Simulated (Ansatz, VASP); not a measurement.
One calculation of Hf6Al2O15, two programs

```
CELL_PARAMETERS angstrom
10.06432 0.00000 0.00000
0.00000 5.03216 0.00000
0.00000 0.00000 5.03216
ATOMIC_POSITIONS crystal
Al 0.00000 0.00000 0.00000
Al 0.00000 0.50000 0.50000
Hf 0.50000 0.00000 0.00000
Hf 0.50000 0.50000 0.50000
Hf 0.25000 0.00000 0.50000
Hf 0.75000 0.00000 0.50000
Hf 0.25000 0.50000 0.00000
Hf 0.75000 0.50000 0.00000
O 0.62500 0.25000 0.75000
O 0.12500 0.75000 0.75000
O 0.62500 0.75000 0.75000
O 0.12500 0.75000 0.25000
O 0.62500 0.75000 0.25000
O 0.12500 0.25000 0.25000
O 0.62500 0.25000 0.25000
O 0.37500 0.25000 0.25000
O 0.87500 0.25000 0.25000
O 0.37500 0.75000 0.25000
O 0.87500 0.75000 0.25000
O 0.37500 0.75000 0.75000
O 0.87500 0.75000 0.75000
O 0.37500 0.25000 0.75000
O 0.87500 0.25000 0.75000
```

Alike in both runs: task single point; functional PBEsol; k mesh 2 × 4 × 4; occupations gaussian, width 0.1 eV; no spin polarisation.

|  | VASP | Ansatz |
| --- | --- | --- |
| version | VASP 6.6.1 | Ansatz 0.2.0 |
| potentials or method | VASP PAW PBE potentials, release 64 (Al, Hf_pv, O), cutoff 520 eV | scalar-relativistic, plane waves, PAW |
| valence electrons in the cell | 156 | 252 |

|  | VASP | Ansatz | Ansatz less VASP |
| --- | --- | --- | --- |
| gap on the k mesh at the Fermi level (eV) | none | none | - |
| pressure (GPa) | -10.1 | -7.4 | +2.65 |
| rms of the force components (eV/Å) | 1.127 | 1.132 | +0.0052 |

VASP's potentials were made for PBE, not for PBEsol, and Ansatz warns of the same on its side. A gap of «none» marks a metal or a gap that the smearing closes. With one functional, cell and mesh, what is left measures potentials, basis and numerics. VASP's potentials hold 156 valence electrons a cell and Ansatz's 252, so a difference there can come from the potentials and not from the codes.

Spin-orbit coupling is off throughout.
